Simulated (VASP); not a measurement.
# Ca3F: relaxation of cell and atoms with PBE

Ca3F:

```
Ca F
1.0
     4.53221    0.00000    0.00000
     0.00000    4.53221    0.00000
     0.00000    0.00000    4.53221
Ca F
3 1
Direct
  0.00000 0.50000 0.50000
  0.50000 0.00000 0.50000
  0.50000 0.50000 0.00000
  0.00000 0.00000 0.00000
```

| Property | Result |
| --- | --- |
| Program | VASP 6.6.1 |
| Task | relaxation of cell and atoms |
| Functional | PBE |
| Potentials or basis | VASP PAW PBE potentials, release 64 (Ca_sv, F) |
| Cutoff | 600 eV |
| k mesh | 4 × 4 × 4 |
| Occupations | gaussian, width 0.1 eV |
| Spin | no spin polarisation |
| Dipole correction | no |
| Further INCAR settings | ALGO = Normal; EDIFF = 1e-06; IBRION = 2; EDIFFG = -0.04; NSW = 90; ISIF = 3 |

The relaxed volume is 34.15 Å³/atom and the relaxed cell is a = 5.150 Å, b = 5.150 Å, c = 5.150 Å, α = 90.00°, β = 90.00°, γ = 90.00°. The space group after relaxing (to 0.1 Å) is Pm-3m (No. 221) and the energy gained by relaxing is 304.2 meV/atom. The ionic steps are 4, the pressure after relaxing is 0.0 GPa and the band gap on the k mesh is zero (an odd number of electrons rules out a gap without spin polarisation).

Step by step:
```tsv
step	energy change (eV)	largest force (eV/Å)	pressure (GPa)	volume (Å³)
1	0.0000	0.0000	11.64	93.10
2	-1.0460	0.0000	3.12	117.80
3	-1.2072	0.0000	0.66	132.02
4	-1.2167	0.0000	0.02	136.61
```

Final structure:
```
Ca F
1.0
     5.15029    0.00000    0.00000
     0.00000    5.15029    0.00000
     0.00000    0.00000    5.15029
Ca F
3 1
Direct
  0.00000 0.50000 0.50000
  0.50000 0.00000 0.50000
  0.50000 0.50000 0.00000
  0.00000 0.00000 0.00000
```

Levels at points of the mesh, in eV from the Fermi level:
```csv
k point,band 14,band 15,band 16,band 17,band 18,band 19,band 20,band 21,band 22
"(0.00, 0.00, 0.00)",-3.71,-3.66,-3.66,-3.66,-0.39,0.07,0.07,0.59,0.59
"(0.50, 0.00, 0.00)",-4.10,-3.68,-3.68,-2.20,-1.47,0.40,0.86,1.00,1.22
"(0.50, 0.50, 0.00)",-3.90,-3.90,-3.69,-1.48,-0.56,-0.56,0.29,0.67,1.34
"(0.50, 0.50, 0.50)",-3.78,-3.78,-3.78,-0.80,-0.80,-0.80,-0.19,0.43,1.87
```

It took 42 s on 1 thread of Intel(R) Xeon(R) 6975P-C (Granite Rapids), on a shared host, peak memory 0.21 GiB.

Caveat: the volume moved by over 15 % at a fixed basis, so the end points are rough; an odd number of electrons without spin polarisation forces a metal; a magnetic or distorted state may lie lower.
